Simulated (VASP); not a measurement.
# TiSi2 (Cmcm) in VASP: notebook

TiSi2 is run at these levels: PBE; tasks: single point.

Everything below comes from runs of VASP 6.6.1. Logs are shortened: lines on timing, memory, paths and dates and some standing lists are left out, and cuts for length are marked.

### 1 The cell of the first run

Symmetry: Cmcm, No. 63, orthorhombic system. Conventional cell: a = 3.423 Å, b = 14.178 Å, c = 3.453 Å, α = 90.00°, β = 90.00°, γ = 90.00°. Within 3.3 Å of Ti (site symmetry m2m) lie 10 Si at 2.51 to 2.87 Å. Within 3.2 Å of Si (site symmetry m2m) lie 4 Si at 2.41 to 3.20 Å and 6 Ti at 2.51 to 2.87 Å. Si (site symmetry m2m) has 6 Si at 2.43 to 3.20 Å and 4 Ti at 2.70 Å within 3.2 Å.

### 2 Single point, PBE

INCAR

```
PREC     = Accurate       # precision mode
ENCUT    = 520            # plane-wave cutoff, eV
EDIFF    = 1E-6           # SCF threshold, eV
ISMEAR   = 0              # smearing method
SIGMA    = 0.15           # smearing width, eV
LREAL    = F              # projectors in reciprocal space
LASPH    = T              # aspherical terms in the spheres
NELM     = 80             # most SCF steps
ALGO     = Normal         # electronic algorithm
ISIF     = 2              # what is computed and relaxed
LWAVE    = F              # write WAVECAR
LCHARG   = T              # write CHGCAR
GGA      = PE             # functional
LELF     = T              # ELF
LVHAR    = T            
NBANDS   = 29             # bands
```

KPOINTS

```
regular mesh
0
Gamma
  12 12 12
```

POSCAR

```
TiSi2
1.0
    1.7113672410     -7.0889376025      0.0000000000
    1.7113672410      7.0889376025      0.0000000000
    0.0000000000      0.0000000000      3.4533279734
Ti Si
2 4
Direct
    0.8968075258      0.1031924742      0.7500000000
    0.1031924742      0.8968075258      0.2500000000
    0.5591373591      0.4408626409      0.7500000000
    0.4408626409      0.5591373591      0.2500000000
    0.2498287182      0.7501712818      0.7500000000
    0.7501712818      0.2498287182      0.2500000000
```

Potentials or basis: VASP PAW PBE potentials, release 64 (Ti_sv, Si).

Started as:

```
> cat potpaw_PBE.64/Ti_sv/POTCAR potpaw_PBE.64/Si/POTCAR > POTCAR
> mpirun -np 1 vasp_std > vasp.out
```

OUTCAR:

```text
PREC = Accurate
   ENCUT = 520
   EDIFF = 1E-6
   ISMEAR = 0
   LREAL = F
   LASPH = T
   NELM = 80
   ISIF = 2
   GGA = PE

 ion  position               nearest neighbor table
   1  0.897  0.103  0.750-   4 2.51   4 2.51   4 2.51   4 2.51   5 2.70   5 2.70   6 2.70   6 2.70
                             3 2.87   3 2.87
   2  0.103  0.897  0.250-   3 2.51   3 2.51   3 2.51   3 2.51   6 2.70   6 2.70   5 2.70   5 2.70
                             4 2.87   4 2.87
   3  0.559  0.441  0.750-   4 2.41   4 2.41   2 2.51   2 2.51   2 2.51   2 2.51   1 2.87   1 2.87

   4  0.441  0.559  0.250-   3 2.41   3 2.41   1 2.51   1 2.51   1 2.51   1 2.51   2 2.87   2 2.87

   5  0.250  0.750  0.750-   6 2.43   6 2.43   6 2.43   6 2.43   1 2.70   1 2.70   2 2.70   2 2.70

   6  0.750  0.250  0.250-   5 2.43   5 2.43   5 2.43   5 2.43   2 2.70   2 2.70   1 2.70   1 2.70

  LATTYP: Found a base centered orthorhombic cell.
 ALAT       =     3.4227344820
 B/A-ratio  =     4.1422655714
 C/A-ratio  =     1.0089383186

  Lattice vectors:

 A1 = (   1.7113672410,  -7.0889376025,   0.0000000000)
 A2 = (   1.7113672410,   7.0889376025,   0.0000000000)
 A3 = (   0.0000000000,   0.0000000000,   3.4533279734)

Analysis of symmetry for initial positions (statically):
=====================================================================
 Subroutine PRICEL returns:
 Original cell was already a primitive cell.

 Routine SETGRP: Setting up the symmetry group for a
 base centered orthorhombic supercell.

 Subroutine GETGRP returns: Found  8 space group operations
 (whereof  4 operations were pure point group operations)
 out of a pool of  8 trial point group operations.

The static configuration has the point symmetry C_2h.
 The point group associated with its full space group is D_2h.

Analysis of symmetry for dynamics (positions and initial velocities):
=====================================================================
 Subroutine PRICEL returns:
 Original cell was already a primitive cell.

 Routine SETGRP: Setting up the symmetry group for a
 base centered orthorhombic supercell.

 Subroutine GETGRP returns: Found  8 space group operations
 (whereof  4 operations were pure point group operations)
 out of a pool of  8 trial point group operations.

The dynamic configuration has the point symmetry C_2h.
 The point group associated with its full space group is D_2h.

 Subroutine INISYM returns: Found  8 space group operations
 (whereof  4 operations are pure point group operations),
 and found     1 'primitive' translations

[... 102 lines left out ...]
   EDIFF  = 0.1E-05   stopping-criterion for ELM
   LREAL  =      F    real-space projection
   EDIFFG = 0.1E-04   stopping-criterion for IOM
   NSW    =      0    number of steps for IOM
   IBRION =     -1    ionic relax: 0-MD 1-quasi-New 2-CG
   NFREE  =      0    steps in history (QN), initial steepest desc. (CG)
   ISIF   =      2    stress and relaxation
   ISYM   =      2    0-nonsym 1-usesym 2-fastsym
   POTIM  = 0.5000    time-step for ionic-motion
   TEBEG  =    0.0;   TEEND  =   0.0 temperature during run
   PSTRESS=    0.0 pullay stress
   NELECT =      40.0000    total number of electrons
   NUPDOWN=      -1.0000    fix difference up-down
   EMIN   =  10.00;   EMAX   =-10.00  energy-range for DOS
   EFERMI =   0.00;   METHOD = LEGACY
   ISMEAR =     0;   SIGMA  =   0.15  broadening in eV -4-tet -1-fermi 0-gaus
   EFERMI_NEDOS =   21; number of points for ismear=-14 and -15
   IALGO  =     38    algorithm
   IMIX   =      4    mixing-type and parameters
     AMIX     =   0.40;   BMIX     =  1.00
     AMIX_MAG =   1.60;   BMIX_MAG =  1.00
  volume/ion in A,a.u.               =      13.96        94.24
  Fermi-wavevector in a.u.,A,eV,Ry     =   1.279472  2.417851 22.273396  1.637048
  Thomas-Fermi vector in A             =   2.411955
   LORBIT       =      0    0 simple, 1 ext, 2 COOP (PROOUT), +10 PAW based schemes
   GGA     = PE    functional components
   LHFCALC =     F    Hartree Fock is set to
   AEXX    =    0.0000 exact exchange contribution
   IVDW    =     0    specifies the selected vdW correction
   LEPSILON=     F    determine dielectric tensor
   LRPA    =     F    only Hartree local field effects (RPA)
 non-spin polarized calculation
 Gauss-broadening in eV      SIGMA  =   0.15
  energy-cutoff  :      520.00
  volume of cell :       83.79
 maximum number of plane-waves:      2282
   NGX = 27   NGY = 27   NGZ = 13

 number of electron      39.9999997 magnetization

 Free energy of the ion-electron system (eV)
  ---------------------------------------------------
  ext. energy  EPLUGINS =         0.00000000
  ---------------------------------------------------
  free energy    TOTEN  =       -40.45469186 eV

  energy without entropy =      -40.43642416  energy(sigma->0) =      -40.44555801

 E-fermi :  10.7264     XC(G=0): -11.7008

 val. band max:       10.7216517825   @ k =   0.4167   0.2500   0.1667
 cond. band min:      10.7294143148   @ k =   0.4167   0.2500   0.0000
 fundamental gap:      0.0077625324
 Fermi energy:        10.7263626280

 k-point     1 :       0.0000    0.0000    0.0000
  band No.  band energies     occupation
      1     -46.0831      2.00000
      2     -46.0763      2.00000
      3     -22.4786      2.00000
      4     -22.4058      2.00000
      5     -22.3773      2.00000
      6     -22.3676      2.00000
[... 757 lines left out ...]
     28      13.6301      0.00000
     29      14.3607      0.00000

 [... further k-points ...]
[... 5 lines left out ...]
  --------------------------------------------------------------------------------------
  -------------------------------------------------------------------------------------
  Total        6.5048616     -3.0159002      6.9294069      0.0000000     -0.0000000      0.0000000
  in kB      124.3816901    -57.6680616    132.4995666      0.0000000     -0.0000000      0.0000000
  external PRESSURE =      66.4043983 kB  Pullay stress =       0.0000000 kB

 VOLUME and BASIS-vectors are now :
 -----------------------------------------------------------------------------
  energy-cutoff  :      520.00
  volume of cell :       83.79
      direct lattice vectors                 reciprocal lattice vectors
     1.711367241 -7.088937602  0.000000000     0.292164059 -0.070532431  0.000000000
     1.711367241  7.088937602  0.000000000     0.292164059  0.070532431  0.000000000
     0.000000000  0.000000000  3.453327973     0.000000000  0.000000000  0.289575739

 POSITION                                       TOTAL-FORCE (eV/Angst)
 -----------------------------------------------------------------------------------
      1.71137     -5.62589      2.59000         0.000000      0.554396      0.000000
      1.71137      5.62589      0.86333         0.000000     -0.554396     -0.000000
      1.71137     -0.83844      2.59000         0.000000      0.381389     -0.000000
      1.71137      0.83844      0.86333         0.000000     -0.381389     -0.000000
      1.71137      3.54690      2.59000         0.000000     -0.006393     -0.000000
      1.71137     -3.54690      0.86333         0.000000      0.006393     -0.000000
 -----------------------------------------------------------------------------------
    total drift:                               -0.000000     -0.000000      0.000000

  FREE ENERGIE OF THE ION-ELECTRON SYSTEM (eV)
  ---------------------------------------------------
  free  energy   TOTEN  =       -40.4546918637 eV

  energy  without entropy=      -40.4364241557  energy(sigma->0) =      -40.44555801
```

OSZICAR:

```text
N       E                     dE             d eps       ncg     rms          rms(c)
DAV:   1     0.392974109538E+03    0.39297E+03   -0.18882E+04 17466   0.147E+03
DAV:   2     0.219052534666E+01   -0.39078E+03   -0.37986E+03 17608   0.430E+02
DAV:   3    -0.407814668428E+02   -0.42972E+02   -0.42140E+02 28813   0.120E+02
DAV:   4    -0.442037816605E+02   -0.34223E+01   -0.33972E+01 25083   0.302E+01
DAV:   5    -0.443982683655E+02   -0.19449E+00   -0.19441E+00 26420   0.612E+00    0.194E+01
DAV:   6    -0.412235174434E+02    0.31748E+01   -0.36885E+01 24635   0.419E+01    0.772E+00
DAV:   7    -0.405649985149E+02    0.65852E+00   -0.90811E+00 23695   0.218E+01    0.585E+00
DAV:   8    -0.404559856180E+02    0.10901E+00   -0.87196E-01 23200   0.683E+00    0.104E+00
DAV:   9    -0.404543101330E+02    0.16755E-02   -0.67367E-02 25402   0.177E+00    0.628E-01
DAV:  10    -0.404547210500E+02   -0.41092E-03   -0.10917E-02 24657   0.767E-01    0.239E-01
DAV:  11    -0.404547101603E+02    0.10890E-04   -0.22636E-03 24341   0.366E-01    0.420E-02
DAV:  12    -0.404546897433E+02    0.20417E-04   -0.18629E-04 24939   0.105E-01    0.113E-02
DAV:  13    -0.404546917474E+02   -0.20042E-05   -0.82972E-06 22183   0.227E-02    0.373E-03
DAV:  14    -0.404546918637E+02   -0.11628E-06   -0.52890E-06 21680   0.197E-02
   1 F= -.40454692E+02 E0= -.40445558E+02  d E =-.182677E-01
```

stdout:

```text
POSCAR found type information on POSCAR TiSi
 POSCAR found :  2 types and       6 ions
 scaLAPACK will be used
 LDA part: xc-table for (Slater+PW92), standard interpolation
 POSCAR, INCAR and KPOINTS ok, starting setup
 FFT: planning ... GRIDC
 FFT: planning ... GRID_SOFT
 FFT: planning ... GRID
 WAVECAR not read
 entering main loop
```

Run time: 18 min. Hardware: 1 thread of Intel Xeon Platinum 8488C (Sapphire Rapids), shared host; peak memory 0.71 GiB.

What came out:

```yaml
Free_energy: -40.4547 eV
Pressure: 6.6 GPa
Largest_force: 0.554 eV/Å
Band_gap_on_the_k_mesh: zero (band 20 reaches 11.35 eV, above the bottom of band 21 at 10.40 eV)
```

Forces on the atoms (eV/Å):
```
Ti   0.000  0.554  0.000
Ti   0.000 -0.554  0.000
Si   0.000  0.381  0.000
Si   0.000 -0.381  0.000
Si   0.000 -0.006  0.000
Si   0.000  0.006  0.000
```

Stress tensor (GPa, compression positive):
```
12.44  0.00  0.00
 0.00 -5.77  0.00
 0.00  0.00 13.25
```

Levels at points of the mesh, in eV from the Fermi level:
| k point | band 17 | band 18 | band 19 | band 20 | band 21 | band 22 | band 23 | band 24 |
| --- | --- | --- | --- | --- | --- | --- | --- | --- |
| (0.00, 0.00, 0.00) | -2.15 | -2.07 | -1.72 | 0.62 | 0.90 | 0.92 | 1.04 | 1.05 |
| (0.50, 0.00, 0.00) | -1.91 | -1.51 | -0.83 | -0.43 | -0.32 | 1.47 | 1.63 | 1.82 |
| (0.50, 0.50, 0.00) | -2.14 | -1.62 | -1.52 | 0.57 | 0.78 | 0.95 | 1.13 | 1.28 |
| (0.00, 0.00, 0.50) | -1.98 | -1.98 | 0.02 | 0.02 | 0.39 | 0.39 | 1.62 | 1.62 |
| (0.50, 0.00, 0.50) | -3.52 | -3.52 | -2.47 | -2.47 | 1.54 | 1.54 | 2.14 | 2.14 |
| (0.50, 0.50, 0.50) | -1.85 | -1.85 | -0.59 | -0.59 | 0.38 | 0.38 | 1.85 | 1.85 |

### 3 Single point, PBE

This run uses another cell than the first one, of 14.73 Å³/atom, 1.055 times its volume.

INCAR

```
PREC = Accurate ; ENCUT = 520
EDIFF = 1E-6 ; ISMEAR = 0
SIGMA = 0.15 ; LREAL = F
LASPH = T ; NELM = 100
ALGO = Normal ; ISIF = 2
LWAVE = F ; LCHARG = F
GGA = PE ; NBANDS = 29
```

KPOINTS

```
Automatic mesh
0
Gamma
  12 12 12
```

Edit POSCAR of step 2 so:

```diff
@@ -2,5 +2,5 @@
 1.0
-    1.7113672410     -7.0889376025      0.0000000000
-    1.7113672410      7.0889376025      0.0000000000
-    0.0000000000      0.0000000000      3.4533279734
+    1.7892600089     -6.8404154437      0.0000000000
+    1.7892600089      6.8404154437      0.0000000000
+    0.0000000000      0.0000000000      3.6105059700
 Ti Si
```

Potentials or basis: VASP PAW PBE potentials, release 64 (Ti_sv, Si).

Started as:

```
> cat potpaw_PBE.64/Ti_sv/POTCAR potpaw_PBE.64/Si/POTCAR > POTCAR
> mpirun -np 1 vasp_std > vasp.out
```

Run time: 20 min. Hardware: 1 thread of Intel Xeon Platinum 8259CL at 2.50GHz (Skylake/Cascade Lake), shared host; peak memory 0.74 GiB.

It converged, with:

- Free energy: -40.7318 eV
- Pressure: -3.4 GPa
- Largest force: 0.074 eV/Å
- Band gap on the k mesh: zero (band 20 reaches 10.53 eV, above the bottom of band 21 at 9.56 eV)

Forces in eV/Å, atoms in the order of the input:
```
Ti   0.000  0.066  0.000
Ti   0.000 -0.066  0.000
Si   0.000  0.074  0.000
Si   0.000 -0.074  0.000
Si   0.000  0.002  0.000
Si   0.000 -0.002  0.000
```

Stress tensor (GPa, compression positive):
```
-3.48  0.00  0.00
 0.00 -2.93  0.00
 0.00  0.00 -3.90
```

Levels at points of the mesh, in eV from the Fermi level:
```tsv
k point	band 18	band 19	band 20	band 21	band 22	band 23
(0.00, 0.00, 0.00)	-2.04	-2.00	0.46	0.59	0.78	0.87
(0.50, 0.00, 0.00)	-1.40	-0.61	-0.54	-0.50	1.09	1.36
(0.50, 0.50, 0.00)	-1.88	-1.12	0.38	0.63	0.72	0.87
(0.00, 0.00, 0.50)	-1.53	-0.05	-0.05	0.81	0.81	1.46
(0.50, 0.00, 0.50)	-3.13	-2.35	-2.35	1.67	1.67	1.79
(0.50, 0.50, 0.50)	-1.97	-0.83	-0.83	0.42	0.42	1.59
```

### 4 Single point, PBE

This run uses another cell than the first one, of 14.73 Å³/atom, 1.055 times its volume.

INCAR

```
SYSTEM = TiSi2
ALGO     = Normal         ! electronic algorithm
EDIFF    = 1E-7           ! SCF threshold, eV
ENCUT    = 520            ! plane-wave cutoff, eV
GGA      = PE             ! functional
ISIF     = 2              ! what is computed and relaxed
ISMEAR   = 0              ! smearing method
LASPH    = .True.         ! aspherical terms in the spheres
LCHARG   = .False.        ! write CHGCAR
LREAL    = .False.        ! projectors in reciprocal space
LWAVE    = .False.        ! write WAVECAR
NBANDS   = 29             ! bands
NELM     = 60             ! most SCF steps
PREC     = Accurate       ! precision mode
SIGMA    = 0.15           ! smearing width, eV
```

KPOINTS

```
k-points
0
Gamma
  12 12 12
  0 0 0
```

Edit POSCAR of step 3 so:

```diff
@@ -2,5 +2,5 @@
 1.0
-    1.7892600089     -6.8404154437      0.0000000000
-    1.7892600089      6.8404154437      0.0000000000
-    0.0000000000      0.0000000000      3.6105059700
+    1.8213944526     -6.6011768871      0.0000000000
+    1.8213944526      6.6011768871      0.0000000000
+    0.0000000000      0.0000000000      3.6753493131
 Ti Si
```

Started as:

```
> cat potpaw_PBE.64/Ti_sv/POTCAR potpaw_PBE.64/Si/POTCAR > POTCAR
> mpirun -np 1 vasp_std > vasp.out
```

Wall time 20 min (1 thread of Intel Xeon Platinum 8259CL at 2.50GHz (Skylake/Cascade Lake), shared host); peak memory 0.73 GiB.

The run converged. Its results:

```
Free energy            : -40.6159 eV
Pressure               : -4.0 GPa
Largest force          : 0.327 eV/Å
Band gap on the k mesh : zero (band 20 reaches 10.47 eV, above the bottom of band 21 at 9.54 eV)
```

Forces in eV/Å, atoms in the order of the input:
```
Ti   0.000 -0.327  0.000
Ti   0.000  0.327  0.000
Si   0.000 -0.152  0.000
Si   0.000  0.152  0.000
Si   0.000  0.027  0.000
Si   0.000 -0.027  0.000
```

Stress tensor (GPa, compression positive):
```
-7.45  0.00  0.00
 0.00  3.39  0.00
 0.00  0.00 -7.93
```

Levels at points of the mesh, in eV from the Fermi level:
| k point | band 18 | band 19 | band 20 | band 21 | band 22 | band 23 |
| --- | --- | --- | --- | --- | --- | --- |
| (0.00, 0.00, 0.00) | -1.80 | -1.65 | 0.37 | 0.55 | 0.75 | 0.85 |
| (0.50, 0.00, 0.00) | -1.12 | -0.68 | -0.54 | -0.52 | 0.72 | 1.19 |
| (0.50, 0.50, 0.00) | -2.12 | -0.92 | 0.27 | 0.52 | 0.54 | 0.87 |
| (0.00, 0.00, 0.50) | -1.33 | -0.06 | -0.06 | 1.11 | 1.11 | 1.39 |
| (0.50, 0.00, 0.50) | -2.89 | -2.29 | -2.29 | 1.64 | 1.64 | 1.65 |
| (0.50, 0.50, 0.50) | -2.12 | -1.00 | -1.00 | 0.40 | 0.40 | 1.46 |

### 5 Single point, PBE

INCAR

```
SYSTEM = TiSi2
PREC     = Accurate       ! precision mode
ENCUT    = 520            ! plane-wave cutoff, eV
EDIFF    = 1E-7           ! SCF threshold, eV
ISMEAR   = 0              ! smearing method
SIGMA    = 0.15           ! smearing width, eV
LREAL    = .False.        ! projectors in reciprocal space
LASPH    = .True.         ! aspherical terms in the spheres
NELM     = 60             ! most SCF steps
ALGO     = Normal         ! electronic algorithm
ISIF     = 2              ! what is computed and relaxed
LWAVE    = .False.        ! write WAVECAR
LCHARG   = .True.         ! write CHGCAR
GGA      = PE             ! functional
LELF     = .True.         ! ELF
LVHAR    = .True.       
NBANDS   = 29             ! bands
```

KPOINTS

```
regular mesh
0
Gamma
  12 12 12
  0 0 0
```

Edit POSCAR of step 4 so:

```diff
@@ -2,5 +2,5 @@
 1.0
-    1.8213944526     -6.6011768871      0.0000000000
-    1.8213944526      6.6011768871      0.0000000000
-    0.0000000000      0.0000000000      3.6753493131
+    1.7266954936     -6.9636361548      0.0000000000
+    1.7266954936      6.9636361548      0.0000000000
+    0.0000000000      0.0000000000      3.4842584963
 Ti Si
```

Started as:

```
> cat potpaw_PBE.64/Ti_sv/POTCAR potpaw_PBE.64/Si/POTCAR > POTCAR
> mpirun -np 1 vasp_std > vasp.out
```

It took 22 min on 1 thread of Intel Xeon Platinum 8259CL at 2.50GHz (Skylake/Cascade Lake), shared host; peak memory 0.71 GiB.

Results (log left out):

```yaml
Free_energy: -40.6013 eV
Pressure: 5.5 GPa
Largest_force: 0.352 eV/Å
Band_gap_on_the_k_mesh: zero (band 20 reaches 11.31 eV, above the bottom of band 21 at 10.32 eV)
```

Forces on the atoms (eV/Å):
```
Ti   0.000  0.352  0.000
Ti   0.000 -0.352  0.000
Si   0.000  0.219  0.000
Si   0.000 -0.219  0.000
Si   0.000 -0.001  0.000
Si   0.000  0.001  0.000
```

Stress tensor (GPa, compression positive):
```
 9.43  0.00  0.00
 0.00 -3.03  0.00
 0.00  0.00 10.12
```

Levels at points of the mesh, in eV from the Fermi level:
```
           k point  band 17  band 18  band 19  band 20  band 21  band 22  band 23  band 24
(0.00, 0.00, 0.00)    -2.23    -2.19    -1.83     0.57     0.87     0.92     0.95     1.14
(0.50, 0.00, 0.00)    -1.76    -1.57    -0.78    -0.47    -0.41     1.54     1.55     1.83
(0.50, 0.50, 0.00)    -2.29    -1.65    -1.46     0.52     0.75     0.94     0.99     1.25
(0.00, 0.00, 0.50)    -1.87    -1.87    -0.01    -0.01     0.55     0.55     1.59     1.59
(0.50, 0.00, 0.50)    -3.43    -3.43    -2.49    -2.49     1.65     1.65     2.07     2.07
(0.50, 0.50, 0.50)    -1.92    -1.92    -0.69    -0.69     0.44     0.44     1.82     1.82
```

(Continued in part 2 of 2.)
